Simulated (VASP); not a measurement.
# Li3Au5 (Im-3m) in VASP: notebook

The runs below take Li3Au5 through single point, with PBE.

Everything below comes from runs of VASP 6.6.1. Logs are shortened: lines on timing, memory, paths and dates and some standing lists are left out, and cuts for length are marked.

## Step 1: The cell of the first run

The structure is cubic, space group Im-3m (No. 229). The conventional cell has a = 6.396 Å, b = 6.396 Å, c = 6.396 Å, α = 90.00°, β = 90.00°, γ = 90.00°. Li (site symmetry 4/mmm) has 10 Au at 2.77 to 3.20 Å and 4 Li at 3.20 Å within 3.7 Å. Within 3.7 Å of Au (site symmetry -3m) lie 6 Li at 2.77 Å and 8 Au at 2.77 to 3.20 Å. Au (site symmetry m-3m) has 8 Au at 2.77 Å and 6 Li at 3.20 Å within 3.7 Å.

The cell was generated, and may not be a known phase.

## Step 2: Single point, PBE

File INCAR:

```
PREC = Accurate ; ENCUT = 520
EDIFF = 1E-6 ; ISMEAR = 0
SIGMA = 0.1 ; LREAL = False
LASPH = True ; NELM = 80
ALGO = Normal ; ISIF = 2
LWAVE = False ; LCHARG = True
GGA = PE ; LELF = True
LVHAR = True ; NBANDS = 42
```

File KPOINTS:

```
regular mesh
0
Gamma
  4 4 4
```

File POSCAR:

```
Li3Au5
1.0
   -3.1980771588      3.1980771588      3.1980771588
    3.1980771588     -3.1980771588      3.1980771588
    3.1980771588      3.1980771588     -3.1980771588
Li Au
3 5
Direct
    0.0000000000      0.5000000000      0.5000000000
    0.5000000000      0.0000000000      0.5000000000
    0.5000000000      0.5000000000      0.0000000000
    0.5000000000      0.5000000000      0.5000000000
    0.0000000000      0.0000000000      0.5000000000
    0.0000000000      0.5000000000      0.0000000000
    0.5000000000      0.0000000000      0.0000000000
    0.0000000000      0.0000000000      0.0000000000
```

Potentials or basis: VASP PAW PBE potentials, release 64 (Li_sv, Au).

Started as:

```sh
> cat potpaw_PBE.64/Li_sv/POTCAR potpaw_PBE.64/Au/POTCAR > POTCAR
> mpirun -np 1 vasp_std > vasp.out
```

OUTCAR:

```text
PREC = Accurate
   ENCUT = 520
   EDIFF = 1E-6
   ISMEAR = 0
   LREAL = False
   LASPH = True
   NELM = 80
   ISIF = 2
   GGA = PE

 ion  position               nearest neighbor table
   1  0.000  0.500  0.500-   4 2.77   5 2.77   6 2.77   7 2.77   6 2.77   5 2.77   4 2.77   7 2.77

   2  0.500  0.000  0.500-   4 2.77   5 2.77   6 2.77   7 2.77   7 2.77   4 2.77   5 2.77   6 2.77

   3  0.500  0.500  0.000-   4 2.77   5 2.77   6 2.77   7 2.77   4 2.77   7 2.77   6 2.77   5 2.77

   4  0.500  0.500  0.500-   1 2.77   2 2.77   3 2.77   8 2.77   3 2.77   2 2.77   1 2.77   8 2.77
                             7 3.20   7 3.20   5 3.20   6 3.20   5 3.20   6 3.20
   5  0.000  0.000  0.500-   1 2.77   2 2.77   3 2.77   8 2.77   8 2.77   1 2.77   2 2.77   3 2.77
                             7 3.20   6 3.20   4 3.20   7 3.20   4 3.20   6 3.20
   6  0.000  0.500  0.000-   1 2.77   2 2.77   3 2.77   8 2.77   1 2.77   8 2.77   3 2.77   2 2.77
                             7 3.20   5 3.20   4 3.20   4 3.20   7 3.20   5 3.20
   7  0.500  0.000  0.000-   1 2.77   2 2.77   3 2.77   8 2.77   2 2.77   3 2.77   8 2.77   1 2.77
                             6 3.20   4 3.20   4 3.20   5 3.20   6 3.20   5 3.20
   8  0.000  0.000  0.000-   4 2.77   5 2.77   6 2.77   7 2.77   5 2.77   6 2.77   7 2.77   4 2.77

  LATTYP: Found a body centered cubic cell.
 ALAT       =     6.3961543176

  Lattice vectors:

 A1 = (  -3.1980771588,   3.1980771588,   3.1980771588)
 A2 = (   3.1980771588,  -3.1980771588,   3.1980771588)
 A3 = (   3.1980771588,   3.1980771588,  -3.1980771588)

Analysis of symmetry for initial positions (statically):
=====================================================================
 Subroutine PRICEL returns:
 Original cell was already a primitive cell.

 Routine SETGRP: Setting up the symmetry group for a
 body centered cubic supercell.

 Subroutine GETGRP returns: Found 48 space group operations
 (whereof 48 operations were pure point group operations)
 out of a pool of 48 trial point group operations.

The static configuration has the point symmetry O_h .

Analysis of symmetry for dynamics (positions and initial velocities):
=====================================================================
 Subroutine PRICEL returns:
 Original cell was already a primitive cell.

 Routine SETGRP: Setting up the symmetry group for a
 body centered cubic supercell.

 Subroutine GETGRP returns: Found 48 space group operations
 (whereof 48 operations were pure point group operations)
 out of a pool of 48 trial point group operations.

The dynamic configuration has the point symmetry O_h .

 Subroutine INISYM returns: Found 48 space group operations
 (whereof 48 operations are pure point group operations),
 and found     1 'primitive' translations

----------------------------------------------------------------------------------------

                                     Primitive cell

  volume of cell :     130.8359

  direct lattice vectors                    reciprocal lattice vectors
    -3.198077159  3.198077159  3.198077159     0.000000000  0.156343945  0.156343945
     3.198077159 -3.198077159  3.198077159     0.156343945  0.000000000  0.156343945
     3.198077159  3.198077159 -3.198077159     0.156343945  0.156343945  0.000000000

  length of vectors
     5.539232126  5.539232126  5.539232126     0.221103728  0.221103728  0.221103728

  position of ions in fractional coordinates (direct lattice)
     0.000000000  0.500000000  0.500000000
     0.500000000  0.000000000  0.500000000
     0.500000000  0.500000000  0.000000000
     0.500000000  0.500000000  0.500000000
     0.000000000  0.000000000  0.500000000
     0.000000000  0.500000000  0.000000000
     0.500000000  0.000000000  0.000000000
     0.000000000  0.000000000  0.000000000

  ion indices of the primitive-cell ions
   primitive index   ion index
                 1           1
                 2           2
                 3           3
                 4           4
                 5           5
                 6           6
                 7           7
                 8           8

----------------------------------------------------------------------------------------

 KPOINTS: regular mesh

Automatic generation of k-mesh.
 Grid dimensions read from file:
 generate k-points for:    4    4    4

 Generating k-lattice:

  Cartesian coordinates                     Fractional coordinates (reciprocal lattice)
     0.000000000  0.039085986  0.039085986     0.250000000  0.000000000  0.000000000
     0.039085986  0.000000000  0.039085986     0.000000000  0.250000000  0.000000000
     0.039085986  0.039085986  0.000000000     0.000000000  0.000000000  0.250000000

  Length of vectors
     0.055275932  0.055275932  0.055275932

  Shift w.r.t. Gamma in fractional coordinates (k-lattice)
     0.000000000  0.000000000  0.000000000

 Subroutine IBZKPT returns following result:
 ===========================================

 Found      8 irreducible k-points:

 Following reciprocal coordinates:
            Coordinates               Weight
  0.000000  0.000000  0.000000      1.000000
  0.250000  0.000000  0.000000     12.000000
  0.500000  0.000000  0.000000      6.000000
  0.250000  0.250000  0.000000     24.000000
  0.250000  0.250000  0.250000      2.000000
 -0.250000  0.250000  0.250000      6.000000
  0.500000  0.500000  0.250000     12.000000
  0.500000  0.500000  0.500000      1.000000
   k-points           NKPTS =      8   k-points in BZ     NKDIM =      8   number of bands    NBANDS=     42
   number of dos      NEDOS =    301   number of ions     NIONS =      8
   total plane-waves  NPLWV =  74088
   dimension x,y,z NGX =    42 NGY =   42 NGZ =   42
   dimension x,y,z NGXF=    84 NGYF=   84 NGZF=   84
   ions per type =               3   5
   NGX,Y,Z   is equivalent  to a cutoff of  12.61, 12.61, 12.61 a.u.
   NGXF,Y,Z  is equivalent  to a cutoff of  25.21, 25.21, 25.21 a.u.
 SYSTEM =  unknown system
   PREC   = accura    normal or accurate (medium, high low for compatibility)
   ISTART =      0    job   : 0-new  1-cont  2-samecut
   ICHARG =      2    charge: 1-file 2-atom 10-const
   ISPIN  =      1    spin polarized calculation?
   LNONCOLLINEAR =      F non collinear calculations
   LSORBIT =      F    spin-orbit coupling
   LASPH  =      T    aspherical Exc in radial PAW
   ENCUT  =  520.0 eV  38.22 Ry    6.18 a.u.  10.30 10.30 10.30*2*pi/ulx,y,z
   NELM   =     80;   NELMIN=  2; NELMDL= -5     # of ELM steps
   EDIFF  = 0.1E-05   stopping-criterion for ELM
   LREAL  =      F    real-space projection
   EDIFFG = 0.1E-04   stopping-criterion for IOM
   NSW    =      0    number of steps for IOM
   IBRION =     -1    ionic relax: 0-MD 1-quasi-New 2-CG
   NFREE  =      0    steps in history (QN), initial steepest desc. (CG)
   ISIF   =      2    stress and relaxation
   ISYM   =      2    0-nonsym 1-usesym 2-fastsym
   POTIM  = 0.5000    time-step for ionic-motion
   TEBEG  =    0.0;   TEEND  =   0.0 temperature during run
   PSTRESS=    0.0 pullay stress
   NELECT =      64.0000    total number of electrons
   NUPDOWN=      -1.0000    fix difference up-down
   EMIN   =  10.00;   EMAX   =-10.00  energy-range for DOS
   EFERMI =   0.00;   METHOD = LEGACY
   ISMEAR =     0;   SIGMA  =   0.10  broadening in eV -4-tet -1-fermi 0-gaus
   EFERMI_NEDOS =   21; number of points for ismear=-14 and -15
   IALGO  =     38    algorithm
   IMIX   =      4    mixing-type and parameters
     AMIX     =   0.40;   BMIX     =  1.00
     AMIX_MAG =   1.60;   BMIX_MAG =  1.00
  volume/ion in A,a.u.               =      16.35       110.37
  Fermi-wavevector in a.u.,A,eV,Ry     =   1.289909  2.437575 22.638276  1.663866
  Thomas-Fermi vector in A             =   2.421773
   LORBIT       =      0    0 simple, 1 ext, 2 COOP (PROOUT), +10 PAW based schemes
   GGA     = PE    functional components
   LHFCALC =     F    Hartree Fock is set to
   AEXX    =    0.0000 exact exchange contribution
   IVDW    =     0    specifies the selected vdW correction
   LEPSILON=     F    determine dielectric tensor
   LRPA    =     F    only Hartree local field effects (RPA)
 non-spin polarized calculation
 Gauss-broadening in eV      SIGMA  =   0.10
  energy-cutoff  :      520.00
  volume of cell :      130.84
 maximum number of plane-waves:      3564
 NGX is ok and might be reduce to    42
   NGX = 21   NGY = 21   NGZ = 21

 number of electron      64.0000025 magnetization

 Free energy of the ion-electron system (eV)
  ---------------------------------------------------
  ext. energy  EPLUGINS =         0.00000000
  ---------------------------------------------------
  free energy    TOTEN  =       -25.38027458 eV

  energy without entropy =      -25.36057080  energy(sigma->0) =      -25.37042269

 E-fermi :   6.6413     XC(G=0): -11.0152

 val. band max:        6.4715669894   @ k =   0.0000   0.0000   0.0000
 cond. band min:       6.6717552931   @ k =   0.2500   0.0000   0.0000
 fundamental gap:      0.2001883037
 Fermi energy:         6.6413366830

 k-point     1 :       0.0000    0.0000    0.0000
  band No.  band energies     occupation
      1     -39.3801      2.00000
      2     -39.3739      2.00000
      3     -39.3739      2.00000
      4      -1.7997      2.00000
      5       0.1236      2.00000
      6       0.1236      2.00000
[... 34 lines left out ...]
     41      13.0854      0.00000
     42      13.0854      0.00000

 k-point     2 :       0.2500    0.0000    0.0000
  band No.  band energies     occupation
      1     -39.3792      2.00000
      2     -39.3746      2.00000
      3     -39.3739      2.00000
      4      -1.3490      2.00000
      5       0.2552      2.00000
      6       0.2598      2.00000
[... 259 lines left out ...]
     41      14.3991      0.00000
     42      15.4082      0.00000

 k-point     8 :       0.5000    0.5000    0.5000
  band No.  band energies     occupation
      1     -39.3776      2.00000
      2     -39.3776      2.00000
      3     -39.3719      2.00000
      4       0.4632      2.00000
      5       0.4632      2.00000
      6       0.4632      2.00000
[... 34 lines left out ...]
     41      13.8300      0.00000
     42      14.4586      0.00000

------------------------ aborting loop because EDIFF is reached ----------------------------------------

  FORCE on cell =-STRESS in cart. coord.  units (eV):
  Direction    XX          YY          ZZ          XY          YZ          ZX
  --------------------------------------------------------------------------------------
  -------------------------------------------------------------------------------------
  Total       -0.2785593     -0.2785593     -0.2785593      0.0000000      0.0000000      0.0000000
  in kB       -3.4111543     -3.4111543     -3.4111543      0.0000000      0.0000000      0.0000000
  external PRESSURE =      -3.4111543 kB  Pullay stress =       0.0000000 kB

 VOLUME and BASIS-vectors are now :
 -----------------------------------------------------------------------------
  energy-cutoff  :      520.00
  volume of cell :      130.84
      direct lattice vectors                 reciprocal lattice vectors
    -3.198077159  3.198077159  3.198077159     0.000000000  0.156343945  0.156343945
     3.198077159 -3.198077159  3.198077159     0.156343945  0.000000000  0.156343945
     3.198077159  3.198077159 -3.198077159     0.156343945  0.156343945  0.000000000

 POSITION                                       TOTAL-FORCE (eV/Angst)
 -----------------------------------------------------------------------------------
      3.19808      0.00000      0.00000         0.000000      0.000000     -0.000000
      0.00000      3.19808      0.00000         0.000000     -0.000000      0.000000
      0.00000      0.00000      3.19808         0.000000      0.000000     -0.000000
      1.59904      1.59904      1.59904         0.000000     -0.000000      0.000000
      1.59904      1.59904     -1.59904        -0.000000      0.000000     -0.000000
      1.59904     -1.59904      1.59904         0.000000      0.000000      0.000000
     -1.59904      1.59904      1.59904        -0.000000     -0.000000     -0.000000
      0.00000      0.00000      0.00000         0.000000      0.000000      0.000000
 -----------------------------------------------------------------------------------
    total drift:                               -0.000000     -0.000000      0.000000

  FREE ENERGIE OF THE ION-ELECTRON SYSTEM (eV)
  ---------------------------------------------------
  free  energy   TOTEN  =       -25.3802745814 eV

  energy  without entropy=      -25.3605708032  energy(sigma->0) =      -25.37042269
```

Run time: 31 s. Hardware: 1 thread of Intel Xeon 6975P-C (Granite Rapids), shared host; peak memory 0.26 GiB.

What came out:

| Property | Result |
| --- | --- |
| Free energy | -25.3803 eV |
| Band gap on the k mesh | zero (bands 32 and 33 overlap by 1.01 eV) |

Levels at points of the mesh, in eV from the Fermi level:
```csv
k point,band 28,band 29,band 30,band 31,band 32,band 33,band 34,band 35,band 36,band 37
"(0.00, 0.00, 0.00)",-2.05,-2.05,-0.36,-0.36,-0.36,-0.17,-0.17,-0.17,1.80,1.80
"(0.50, 0.00, 0.00)",-3.06,-3.06,-2.30,-1.20,0.08,0.36,0.75,2.96,3.30,4.22
"(0.50, 0.50, 0.50)",-2.59,-2.59,-1.71,-1.71,-1.71,-0.93,-0.93,3.87,4.72,4.72
```

Caveat: the cutoff is under 1.25 times the usual one of these potentials, so pressure, stress and relaxed cells hold a basis-set (Pulay) error; spin-orbit coupling is left out, which moves the levels of the heavy elements.

## Step 3: Single point, PBE

This run uses another cell than the first one, of 18.82 Å³/atom.

File INCAR:

```
ALGO     = Fast           # electronic algorithm
EDIFF    = 1E-7           # SCF threshold, eV
ENCUT    = 520            # plane-wave cutoff, eV
GGA      = PE             # functional
ISIF     = 2              # what is computed and relaxed
ISMEAR   = 0              # smearing method
LASPH    = True           # aspherical terms in the spheres
LCHARG   = False          # write CHGCAR
LREAL    = False          # projectors in reciprocal space
LWAVE    = False          # write WAVECAR
NBANDS   = 42             # bands
NELM     = 80             # most SCF steps
PREC     = Accurate       # precision mode
SIGMA    = 0.1            # smearing width, eV
```

File KPOINTS:

```
k-points
0
Gamma
  4 4 4
```

POSCAR: that of step 2 with these lines changed.

```diff
@@ -2,5 +2,5 @@
 1.0
-   -3.1980771588      3.1980771588      3.1980771588
-    3.1980771588     -3.1980771588      3.1980771588
-    3.1980771588      3.1980771588     -3.1980771588
+   -3.3513188600      3.3513188600      3.3513188600
+    3.3513188600     -3.3513188600      3.3513188600
+    3.3513188600      3.3513188600     -3.3513188600
 Li Au
```

Potentials or basis: VASP PAW PBE potentials, release 64 (Li_sv, Au).

Started as:

```sh
> cat potpaw_PBE.64/Li_sv/POTCAR potpaw_PBE.64/Au/POTCAR > POTCAR
> mpirun -np 1 vasp_std > vasp.out
```

Run time: 70 s. Hardware: 1 thread of Intel Xeon 6975P-C (Granite Rapids), shared host; peak memory 0.33 GiB.

Results (log left out):

```
Free energy            : -24.8512 eV
Band gap on the k mesh : zero (bands 32 and 33 overlap by 0.76 eV)
```

Levels at points of the mesh, in eV from the Fermi level:
```csv
k point,band 30,band 31,band 32,band 33,band 34,band 35
"(0.00, 0.00, 0.00)",0.08,0.08,0.08,0.21,0.21,0.21
"(0.50, 0.00, 0.00)",-2.19,-1.18,-0.08,0.57,0.69,2.91
"(0.50, 0.50, 0.50)",-1.69,-1.69,-1.69,-0.68,-0.68,3.04
```

Caveat: the cutoff is under 1.25 times the usual one of these potentials, so pressure, stress and relaxed cells hold a basis-set (Pulay) error; spin-orbit coupling is left out, which moves the levels of the heavy elements.

## Step 4: Single point, PBE

File INCAR:

```
SYSTEM = Li3Au5
PREC = Accurate
ENCUT = 520
EDIFF = 1E-7
ISMEAR = 0
SIGMA = 0.1
LREAL = .FALSE.
LASPH = .TRUE.
NELM = 80
ALGO = Fast
ISIF = 2
LWAVE = .FALSE.
LCHARG = .FALSE.
GGA = PE
NBANDS = 42
```

File KPOINTS:

```
Automatic mesh
0
G
  8 8 8
  0 0 0
```

POSCAR: that of step 3 with these lines changed.

```diff
@@ -2,5 +2,5 @@
 1.0
-   -3.3513188600      3.3513188600      3.3513188600
-    3.3513188600     -3.3513188600      3.3513188600
-    3.3513188600      3.3513188600     -3.3513188600
+   -3.1989998956      3.1989998956      3.1989998956
+    3.1989998956     -3.1989998956      3.1989998956
+    3.1989998956      3.1989998956     -3.1989998956
 Li Au
```

Started as:

```sh
> cat potpaw_PBE.64/Li_sv/POTCAR potpaw_PBE.64/Au/POTCAR > POTCAR
> mpirun -np 1 vasp_std > vasp.out
```

It took 2.9 min on 1 thread of Intel Xeon 6975P-C (Granite Rapids), shared host; peak memory 0.32 GiB.

It converged, with:

| Property | Result |
| --- | --- |
| Free energy | -25.3643 eV |
| Band gap on the k mesh | zero (bands 32 and 33 overlap by 1.05 eV) |

Levels at points of the mesh, in eV from the Fermi level:
```csv
k point,band 30,band 31,band 32,band 33,band 34,band 35
"(0.00, 0.00, 0.00)",-0.12,-0.12,-0.12,0.01,0.01,0.01
"(0.50, 0.00, 0.00)",-2.08,-0.98,0.31,0.57,0.97,3.20
"(0.50, 0.50, 0.50)",-1.50,-1.50,-1.50,-0.73,-0.73,4.07
```

Caveat: the cutoff is under 1.25 times the usual one of these potentials, so pressure, stress and relaxed cells hold a basis-set (Pulay) error; spin-orbit coupling is left out, which moves the levels of the heavy elements.

## Step 5: The runs side by side

```csv
cell,k mesh,gap on the mesh (eV)
"a = 5.539 Å, angles 109.5°, 8 atoms",4 × 4 × 4,none
"a = 5.805 Å, angles 109.5°, 8 atoms",4 × 4 × 4,none
"a = 5.541 Å, angles 109.5°, 8 atoms",8 × 8 × 8,none
```

Alike in all rows: task single point; level PBE; potentials or basis VASP PAW PBE potentials, release 64 (Li_sv, Au); no spin polarisation; cutoff (eV) 520; smearing gaussian 0.1 eV.

Caveats: the cutoff is under 1.25 times the usual one of these potentials, so pressure, stress and relaxed cells hold a basis-set (Pulay) error; spin-orbit coupling is left out, which moves the levels of the heavy elements.

Absolute energies hang on the potentials; compare differences alone.

The gap in the log of VASP goes by the Fermi energy; the results here count the filled bands.